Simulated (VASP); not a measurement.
Wanted: the native input for a VASP 6.6.1 run.

| Item | Value |
| --- | --- |
| Task | single point |
| Functional | HSE06 |
| Potentials or basis | VASP PAW PBE potentials, release 64 (Ag, Cl) |
| Cutoff | 520 eV |
| k mesh | 4 × 4 × 4 |
| Occupations | gaussian, width 0.01 eV |
| Spin | no spin polarisation |
| Dipole correction | no |
| Grid for exact exchange (PRECFOCK) | Normal |
| Further INCAR settings | ALGO = Normal; EDIFF = 1e-07; NBANDS = 16 |
| Screening parameter | 0.2079 1/Å |

Crystal: AgCl (Chlorargyrite).

```
Ag Cl
1.0
     0.00000    2.77317    2.77317
     2.77317    0.00000    2.77317
     2.77317    2.77317    0.00000
Ag Cl
1 1
Direct
  0.00000 0.00000 0.00000
  0.50000 0.50000 0.50000
```

One way to write it, as run:

POSCAR

```
AgCl
1.0
    0.0000000000      2.7731725637      2.7731725637
    2.7731725637      0.0000000000      2.7731725637
    2.7731725637      2.7731725637      0.0000000000
Ag Cl
1 1
Direct
    0.0000000000      0.0000000000      0.0000000000
    0.5000000000      0.5000000000      0.5000000000
```

INCAR.step1

```
ALGO = Normal ; EDIFF = 1E-5
ENCUT = 520 ; GGA = PE
ISIF = 2 ; ISMEAR = 0
LASPH = T ; LCHARG = F
LREAL = F ; LWAVE = T
NBANDS = 16 ; NELM = 100
PREC = Accurate ; SIGMA = 0.01
```

INCAR.step2

```
ALGO = Normal ; EDIFF = 1E-7
ENCUT = 520 ; GGA = PE
HFSCREEN = 0.2079 ; ISIF = 2
ISMEAR = 0 ; ISTART = 1
LASPH = T ; LCHARG = F
LHFCALC = T ; LREAL = F
LWAVE = F ; NBANDS = 16
NELM = 100 ; PREC = Accurate
PRECFOCK = Normal ; SIGMA = 0.01
```

KPOINTS

```
k-points
0
Gamma
  4 4 4
```

Potentials or basis: VASP PAW PBE potentials, release 64 (Ag, Cl).

The run is started by

```sh
$ cat potpaw_PBE.64/Ag/POTCAR potpaw_PBE.64/Cl/POTCAR > POTCAR
$ cp INCAR.step1 INCAR
$ mpirun -np 1 vasp_std > vasp.out
$ cp INCAR.step2 INCAR
$ mpirun -np 1 vasp_std > vasp.out
```

Results of the run:

| Property | Result |
| --- | --- |
| Pressure | 1.4 GPa |
| Band gap on the k mesh | 2.40 eV, indirect (least direct gap 4.63 eV) |

Caveat: the k points lie up to 0.49 Å⁻¹ apart; the PAW data sets were made with another functional, which shifts forces and pressure a little.

Wall time 9.4 min on 1 thread of Oxide Virtual Turin-like Processor, with other jobs on the host, peak memory 0.24 GiB.
